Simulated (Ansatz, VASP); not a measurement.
**SnPt3: VASP beside Ansatz**

```
CELL_PARAMETERS angstrom
4.07845 0.00000 0.00000
0.00000 4.07845 0.00000
0.00000 0.00000 4.07845
ATOMIC_POSITIONS crystal
Sn 0.00000 0.00000 0.00000
Pt 0.00000 0.50000 0.50000
Pt 0.50000 0.00000 0.50000
Pt 0.50000 0.50000 0.00000
```

Change from the starting cell: volume scaled by 1.06.

Alike in both runs: task single point; functional LDA; k mesh 8 × 8 × 8; occupations fermi-dirac, width 0.05 eV; no spin polarisation.

```csv
,VASP,Ansatz
version,VASP 6.6.1,Ansatz 0.2.0
potentials or method,"VASP PAW LDA potentials, release 64 (Sn_d, Pt), cutoff 500 eV","all-electron LAPW, scalar-relativistic"
```

Ansatz gave:

- pressure (GPa): -14.8

Task: Estimate VASP's values.

Result: Pressure (GPa): -14.2.

LDA's correlation is that of Perdew and Zunger in VASP and of Perdew and Wang (1992) in Ansatz. Ansatz ran all-electron here, and VASP with PAW potentials.

Neither program's run includes spin-orbit coupling.
